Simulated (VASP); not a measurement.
The system is Ge.

```xyz
2
Lattice="0.0000 2.8374 2.8374 2.8374 0.0000 2.8374 2.8374 2.8374 0.0000" Properties=species:S:1:pos:R:3 pbc="T T T"
Ge    2.8374    2.8374    2.8374
Ge    4.2561    4.2561    4.2561
```

Base run:

| Property | Result |
| --- | --- |
| Program | VASP 6.6.1 |
| Functional | r2SCAN |
| Potentials or basis | VASP PAW PBE potentials, release 64 (Ge_d) |
| Cutoff | 520 eV |
| k mesh | 7 × 7 × 7 |
| Occupations | fermi-dirac, width 0.1 eV |
| Spin | no spin polarisation |

Its results: band gap on the k mesh 0.32 eV, direct; pressure 0.0 GPa.

The run is repeated on the same cell with these changes: functional from r2SCAN to PBE. What comes out?

Band gap on the k mesh zero (filled and empty bands touch); pressure 2.9 GPa.

r2SCAN gives the wider gap, since meta-GGAs in the generalised Kohn-Sham scheme recover part of the derivative discontinuity.

Caveats: the PAW data sets were made with another functional, which shifts forces and pressure a little (some runs).

A k mesh can miss the band edges.
